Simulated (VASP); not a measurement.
# SiO2 (P6_422) in VASP: further runs, part 2 of 2

VASP 6.6.1. Earlier steps stand in the parts before.

### 3 Single point, LDA (13.90 Å³/atom)

This run uses another cell than the first one, of 13.90 Å³/atom.

INCAR

```
ALGO     = Normal         # electronic algorithm
EDIFF    = 1E-6           # SCF threshold, eV
ENCUT    = 520            # plane-wave cutoff, eV
ISIF     = 2              # what is computed and relaxed
ISMEAR   = 0              # smearing method
LASPH    = True           # aspherical terms in the spheres
LCHARG   = False          # write CHGCAR
LREAL    = False          # projectors in reciprocal space
LWAVE    = False          # write WAVECAR
NBANDS   = 34             # bands
NELM     = 60             # most SCF steps
PREC     = Accurate       # precision mode
SIGMA    = 0.02           # smearing width, eV
```

KPOINTS

```
k-points
0
Gamma
  6 6 4
```

POSCAR

```
SiO2
1.0
    5.0924268574      0.0000000000      0.0000000000
   -2.5462134287      4.4101710254      0.0000000000
    0.0000000000      0.0000000000      5.5711549129
Si O
3 6
Direct
    0.0000000000      0.5000000000      0.3333333333
    0.5000000000      0.5000000000      0.6666666667
    0.5000000000      0.0000000000      0.0000000000
    0.5792427704      0.7896213852      0.8333333333
    0.7896213852      0.5792427704      0.5000000000
    0.7896213852      0.2103786148      0.1666666667
    0.4207572296      0.2103786148      0.8333333333
    0.2103786148      0.4207572296      0.5000000000
    0.2103786148      0.7896213852      0.1666666667
```

Potentials or basis: VASP PAW LDA potentials, release 64 (Si, O).

The run is started by

```
> cat potpaw_LDA.64/Si/POTCAR potpaw_LDA.64/O/POTCAR > POTCAR
> mpirun -np 1 vasp_std > vasp.out
```

OUTCAR:

```text
EDIFF = 1E-6
   ENCUT = 520
   ISIF = 2
   ISMEAR = 0
   LASPH = True
   LREAL = False
   NELM = 60
   PREC = Accurate

 ion  position               nearest neighbor table
   1  0.000  0.500  0.333-   6 1.61   9 1.61   8 1.61   5 1.61
   2  0.500  0.500  0.667-   4 1.61   7 1.61   5 1.61   8 1.61
   3  0.500  0.000  0.000-   4 1.61   6 1.61   7 1.61   9 1.61
   4  0.579  0.790  0.833-   2 1.61   3 1.61
   5  0.790  0.579  0.500-   1 1.61   2 1.61
   6  0.790  0.210  0.167-   1 1.61   3 1.61
   7  0.421  0.210  0.833-   2 1.61   3 1.61
   8  0.210  0.421  0.500-   1 1.61   2 1.61
   9  0.210  0.790  0.167-   1 1.61   3 1.61

  LATTYP: Found a hexagonal cell.
 ALAT       =     5.0924268574
 C/A-ratio  =     1.0940078412

  Lattice vectors:

 A1 = (   5.0924268574,   0.0000000000,   0.0000000000)
 A2 = (  -2.5462134287,   4.4101710254,   0.0000000000)
 A3 = (   0.0000000000,   0.0000000000,   5.5711549129)

Analysis of symmetry for initial positions (statically):
=====================================================================
 Subroutine PRICEL returns:
 Original cell was already a primitive cell.

 Routine SETGRP: Setting up the symmetry group for a
 hexagonal supercell.

 Subroutine GETGRP returns: Found 12 space group operations
 (whereof  4 operations were pure point group operations)
 out of a pool of 24 trial point group operations.

The static configuration has the point symmetry D_2 .
 The point group associated with its full space group is D_6 .

Analysis of symmetry for dynamics (positions and initial velocities):
=====================================================================
 Subroutine PRICEL returns:
 Original cell was already a primitive cell.

 Routine SETGRP: Setting up the symmetry group for a
 hexagonal supercell.
[... 139 lines left out ...]
  Thomas-Fermi vector in A             =   2.325648
   LORBIT       =      0    0 simple, 1 ext, 2 COOP (PROOUT), +10 PAW based schemes
   GGA     = CA    functional components
   LHFCALC =     F    Hartree Fock is set to
   AEXX    =    0.0000 exact exchange contribution
   IVDW    =     0    specifies the selected vdW correction
   LEPSILON=     F    determine dielectric tensor
   LRPA    =     F    only Hartree local field effects (RPA)
 non-spin polarized calculation
 Gauss-broadening in eV      SIGMA  =   0.02
  energy-cutoff  :      520.00
  volume of cell :      125.12
 maximum number of plane-waves:      3408
 NGX is ok and might be reduce to    40
   NGX = 19   NGY = 19   NGZ = 21

 number of electron      47.9999986 magnetization

 Free energy of the ion-electron system (eV)
  ---------------------------------------------------
  ext. energy  EPLUGINS =         0.00000000
  ---------------------------------------------------
  free energy    TOTEN  =       -77.78083476 eV

  energy without entropy =      -77.78083476  energy(sigma->0) =      -77.78083476

 E-fermi :   0.2614     XC(G=0):  -9.2238

 val. band max:        0.1589161545   @ k =   0.5000  -0.0000   0.0000
 cond. band min:       5.5378605698   @ k =   0.0000   0.0000   0.0000
 fundamental gap:      5.3789444153
 Fermi energy:         0.2614199924

 k-point     1 :       0.0000    0.0000    0.0000
  band No.  band energies     occupation
      1     -18.9732      2.00000
      2     -17.4929      2.00000
      3     -17.4929      2.00000
      4     -16.9050      2.00000
      5     -16.8084      2.00000
      6     -16.8084      2.00000
[... 766 lines left out ...]
     33      11.1829      0.00000
     34      11.2083      0.00000

------------------------ aborting loop because EDIFF is reached ----------------------------------------

  FORCE on cell =-STRESS in cart. coord.  units (eV):
  Direction    XX          YY          ZZ          XY          YZ          ZX
  --------------------------------------------------------------------------------------
  -------------------------------------------------------------------------------------
  Total       -2.6542655     -2.6542655     -2.7141062      0.0000000     -0.0000000      0.0000000
  in kB      -33.9883031    -33.9883031    -34.7545726      0.0000000     -0.0000000      0.0000000
  external PRESSURE =     -34.2437263 kB  Pullay stress =       0.0000000 kB

 VOLUME and BASIS-vectors are now :
 -----------------------------------------------------------------------------
  energy-cutoff  :      520.00
  volume of cell :      125.12
      direct lattice vectors                 reciprocal lattice vectors
     5.092426857  0.000000000  0.000000000     0.196370027  0.113374288  0.000000000
    -2.546213429  4.410171025  0.000000000     0.000000000  0.226748576  0.000000000
     0.000000000  0.000000000  5.571154913     0.000000000  0.000000000  0.179495996

 POSITION                                       TOTAL-FORCE (eV/Angst)
 -----------------------------------------------------------------------------------
     -1.27311      2.20509      1.85705         0.000000      0.000000     -0.000000
      1.27311      2.20509      3.71410         0.000000     -0.000000      0.000000
      2.54621      0.00000      0.00000         0.000000      0.000000     -0.000000
      0.93921      3.48237      4.64263         0.009518      0.005495     -0.000000
      2.54621      2.55456      2.78558         0.000000      0.010991     -0.000000
      3.48542      0.92781      0.92853         0.009518     -0.005495      0.000000
      1.60701      0.92781      4.64263        -0.009518     -0.005495      0.000000
      0.00000      1.85561      2.78558         0.000000     -0.010991     -0.000000
     -0.93921      3.48237      0.92853        -0.009518      0.005495      0.000000
 -----------------------------------------------------------------------------------
    total drift:                               -0.000000      0.000000     -0.000001

  FREE ENERGIE OF THE ION-ELECTRON SYSTEM (eV)
  ---------------------------------------------------
  free  energy   TOTEN  =       -77.7808347627 eV

  energy  without entropy=      -77.7808347627  energy(sigma->0) =      -77.78083476
```

OSZICAR:

```text
N       E                     dE             d eps       ncg     rms          rms(c)
DAV:   1     0.272643585248E+03    0.27264E+03   -0.24743E+04  1436   0.129E+03
DAV:   2    -0.680720128045E+02   -0.34072E+03   -0.32837E+03  1854   0.299E+02
DAV:   3    -0.877842451658E+02   -0.19712E+02   -0.19605E+02  1840   0.754E+01
DAV:   4    -0.880162904216E+02   -0.23205E+00   -0.23180E+00  1782   0.921E+00
DAV:   5    -0.880198219302E+02   -0.35315E-02   -0.35295E-02  1816   0.112E+00    0.259E+01
DAV:   6    -0.780426734888E+02    0.99771E+01   -0.36957E+01  1640   0.318E+01    0.129E+01
DAV:   7    -0.778864138190E+02    0.15626E+00   -0.97645E-01  1672   0.482E+00    0.446E+00
DAV:   8    -0.777963249258E+02    0.90089E-01   -0.50743E-02  1780   0.156E+00    0.172E+00
DAV:   9    -0.777802447359E+02    0.16080E-01   -0.20168E-02  1808   0.100E+00    0.286E-01
DAV:  10    -0.777809069924E+02   -0.66226E-03   -0.23191E-03  1720   0.253E-01    0.101E-01
DAV:  11    -0.777808335939E+02    0.73399E-04   -0.69990E-04  1760   0.153E-01    0.130E-02
DAV:  12    -0.777808345866E+02   -0.99269E-06   -0.15057E-05  1704   0.219E-02    0.874E-03
DAV:  13    -0.777808347627E+02   -0.17611E-06   -0.45368E-06  1800   0.113E-02
   1 F= -.77780835E+02 E0= -.77780835E+02  d E =-.979247E-15
```

Run time: 51 s. Hardware: 1 thread of Intel Xeon Platinum 8488C (Sapphire Rapids), shared host; peak memory 0.22 GiB.

Results:

| Property | Result |
| --- | --- |
| Free energy | -77.7808 eV |
| Pressure | -3.4 GPa |
| Largest force | 0.011 eV/Å |
| Band gap on the k mesh | 5.38 eV (least direct gap 5.59 eV) |

Forces in eV/Å, atoms in the order of the input:
```
Si   0.000  0.000  0.000
Si   0.000  0.000  0.000
Si   0.000  0.000  0.000
O    0.010  0.005  0.000
O    0.000  0.011  0.000
O    0.010 -0.005  0.000
O   -0.010 -0.005  0.000
O    0.000 -0.011  0.000
O   -0.010  0.005  0.000
```

Levels at points of the mesh, in eV from the valence-band top:
| k point | band 22 | band 23 | band 24 | band 25 | band 26 | band 27 |
| --- | --- | --- | --- | --- | --- | --- |
| (0.00, 0.00, 0.00) | -0.46 | -0.46 | -0.21 | 5.38 | 8.62 | 8.62 |
| (0.50, 0.00, 0.00) | -1.02 | -0.34 | 0.00 | 7.42 | 8.22 | 9.26 |
| (0.00, 0.00, 0.50) | -0.28 | 0.00 | 0.00 | 7.19 | 7.19 | 8.16 |
| (0.50, 0.00, 0.50) | -0.73 | -0.72 | -0.34 | 8.31 | 8.71 | 8.93 |

Caveat: the cell stands under tension.

### 4 Single point, LDA (14.31 Å³/atom)

This run uses another cell than the first one, of 14.31 Å³/atom.

INCAR

```
PREC = Accurate
ENCUT = 520
EDIFF = 1E-6
ISMEAR = 0
SIGMA = 0.02
LREAL = False
LASPH = True
NELM = 100
ALGO = Normal
ISIF = 2
LWAVE = False
LCHARG = False
NBANDS = 34
```

KPOINTS

```
Automatic mesh
0
Gamma
  6 6 4
```

POSCAR

```
SiO2
1.0
    5.1453477420      0.0000000000      0.0000000000
   -2.5726738710      4.4560018559      0.0000000000
    0.0000000000      0.0000000000      5.6160893992
Si O
3 6
Direct
    0.0000000000      0.5000000000      0.3333333333
    0.5000000000      0.5000000000      0.6666666667
    0.5000000000      0.0000000000      0.0000000000
    0.5745201413      0.7872600706      0.8333333333
    0.7872600706      0.5745201413      0.5000000000
    0.7872600706      0.2127399294      0.1666666667
    0.4254798587      0.2127399294      0.8333333333
    0.2127399294      0.4254798587      0.5000000000
    0.2127399294      0.7872600706      0.1666666667
```

Potentials or basis: VASP PAW LDA potentials, release 64 (Si, O).

The run is started by

```
> cat potpaw_LDA.64/Si/POTCAR potpaw_LDA.64/O/POTCAR > POTCAR
> mpirun -np 1 vasp_std > vasp.out
```

OUTCAR:

```text
PREC = Accurate
   ENCUT = 520
   EDIFF = 1E-6
   ISMEAR = 0
   LREAL = False
   LASPH = True
   NELM = 100
   ISIF = 2

 ion  position               nearest neighbor table
   1  0.000  0.500  0.333-   6 1.63   9 1.63   8 1.63   5 1.63
   2  0.500  0.500  0.667-   4 1.63   7 1.63   5 1.63   8 1.63
   3  0.500  0.000  0.000-   6 1.63   9 1.63   7 1.63   4 1.63
   4  0.575  0.787  0.833-   2 1.63   3 1.63
   5  0.787  0.575  0.500-   2 1.63   1 1.63
   6  0.787  0.213  0.167-   1 1.63   3 1.63
   7  0.425  0.213  0.833-   2 1.63   3 1.63
   8  0.213  0.425  0.500-   2 1.63   1 1.63
[... 990 lines left out ...]
  in kB      -70.1803520    -70.1803520    -71.0880825      0.0000000      0.0000000      0.0000000
  external PRESSURE =     -70.4829289 kB  Pullay stress =       0.0000000 kB

 VOLUME and BASIS-vectors are now :
 -----------------------------------------------------------------------------
  energy-cutoff  :      520.00
  volume of cell :      128.76
      direct lattice vectors                 reciprocal lattice vectors
     5.145347742  0.000000000  0.000000000     0.194350324  0.112208212  0.000000000
    -2.572673871  4.456001856  0.000000000     0.000000000  0.224416424  0.000000000
     0.000000000  0.000000000  5.616089399     0.000000000  0.000000000  0.178059844

 POSITION                                       TOTAL-FORCE (eV/Angst)
 -----------------------------------------------------------------------------------
     -1.28634      2.22800      1.87203         0.000000      0.000000     -0.000000
      1.28634      2.22800      3.74406         0.000000      0.000000     -0.000000
      2.57267      0.00000      0.00000         0.000000      0.000000     -0.000000
      0.93074      3.50803      4.68007         0.011819      0.006824     -0.000000
      2.57267      2.56006      2.80804         0.000000      0.013648     -0.000000
      3.50342      0.94797      0.93601         0.011819     -0.006824      0.000000
      1.64193      0.94797      4.68007        -0.011819     -0.006824      0.000000
      0.00000      1.89594      2.80804         0.000000     -0.013648     -0.000000
     -0.93074      3.50803      0.93601        -0.011819      0.006824      0.000000
 -----------------------------------------------------------------------------------
    total drift:                                0.000000     -0.000000     -0.000001

  FREE ENERGIE OF THE ION-ELECTRON SYSTEM (eV)
  ---------------------------------------------------
  free  energy   TOTEN  =       -77.6641977424 eV

  energy  without entropy=      -77.6641977424  energy(sigma->0) =      -77.66419774
```

OSZICAR:

```text
N       E                     dE             d eps       ncg     rms          rms(c)
DAV:   1     0.277407665968E+03    0.27741E+03   -0.24583E+04  1428   0.128E+03
DAV:   2    -0.670112931101E+02   -0.34442E+03   -0.33388E+03  1844   0.298E+02
DAV:   3    -0.875195109707E+02   -0.20508E+02   -0.20421E+02  1830   0.771E+01
DAV:   4    -0.877584677301E+02   -0.23896E+00   -0.23870E+00  1768   0.935E+00
DAV:   5    -0.877622781089E+02   -0.38104E-02   -0.38074E-02  1822   0.116E+00    0.253E+01
DAV:   6    -0.779106342444E+02    0.98516E+01   -0.37177E+01  1640   0.317E+01    0.125E+01
DAV:   7    -0.777666076329E+02    0.14403E+00   -0.97115E-01  1678   0.483E+00    0.436E+00
DAV:   8    -0.776794374394E+02    0.87170E-01   -0.46999E-02  1798   0.154E+00    0.169E+00
DAV:   9    -0.776635838127E+02    0.15854E-01   -0.19406E-02  1774   0.101E+00    0.294E-01
DAV:  10    -0.776642810725E+02   -0.69726E-03   -0.24127E-03  1712   0.255E-01    0.102E-01
DAV:  11    -0.776641956521E+02    0.85420E-04   -0.73299E-04  1750   0.155E-01    0.108E-02
DAV:  12    -0.776641973518E+02   -0.16997E-05   -0.15598E-05  1688   0.219E-02    0.904E-03
DAV:  13    -0.776641977424E+02   -0.39060E-06   -0.37159E-06  1744   0.101E-02
   1 F= -.77664198E+02 E0= -.77664198E+02  d E =-.225634E-36
```

It took 55 s on 1 thread of Intel Xeon Platinum 8488C (Sapphire Rapids), shared host; peak memory 0.23 GiB.

What came out:

```
Free energy            : -77.6642 eV
Pressure               : -7.0 GPa
Largest force          : 0.014 eV/Å
Band gap on the k mesh : 5.24 eV (least direct gap 5.47 eV)
```

Forces in eV/Å, atoms in the order of the input:
```
Si   0.000  0.000  0.000
Si   0.000  0.000  0.000
Si   0.000  0.000  0.000
O    0.012  0.007  0.000
O    0.000  0.014  0.000
O    0.012 -0.007  0.000
O   -0.012 -0.007  0.000
O    0.000 -0.014  0.000
O   -0.012  0.007  0.000
```

Stress tensor (GPa, compression positive):
```
-7.02  0.00  0.00
 0.00 -7.02  0.00
 0.00  0.00 -7.11
```

Levels at points of the mesh, in eV from the valence-band top:
```
           k point  band 22  band 23  band 24  band 25  band 26  band 27
(0.00, 0.00, 0.00)    -0.44    -0.44    -0.23     5.24     8.50     8.50
(0.50, 0.00, 0.00)    -1.01    -0.33     0.00     7.28     8.03     9.11
(0.00, 0.00, 0.50)    -0.28    -0.01    -0.01     7.03     7.03     8.12
(0.50, 0.00, 0.50)    -0.72    -0.71    -0.32     8.00     8.41     8.87
```

Caveat: the cell stands under tension.

### 5 The runs side by side

| cell | gap on the mesh (eV) | pressure (GPa) | largest force (eV/Å) |
| --- | --- | --- | --- |
| a = 5.039, b = 5.039, c = 5.525 Å, angles 90.0, 90.0, 120.0°, 9 atoms, atomic positions A | 5.49 | 0.6 | 0.01 |
| a = 5.092, b = 5.092, c = 5.571 Å, angles 90.0, 90.0, 120.0°, 9 atoms, atomic positions B | 5.38 | -3.4 | 0.01 |
| a = 5.145, b = 5.145, c = 5.616 Å, angles 90.0, 90.0, 120.0°, 9 atoms, atomic positions C | 5.24 | -7.0 | 0.01 |

Alike in all rows: task single point; level LDA; potentials or basis VASP PAW LDA potentials, release 64 (Si, O); no spin polarisation; k mesh 6 × 6 × 4; cutoff (eV) 520; smearing gaussian 0.02 eV.

Caveats: the cell stands under tension (at least some runs).

Absolute energies hang on the potentials; compare differences alone.
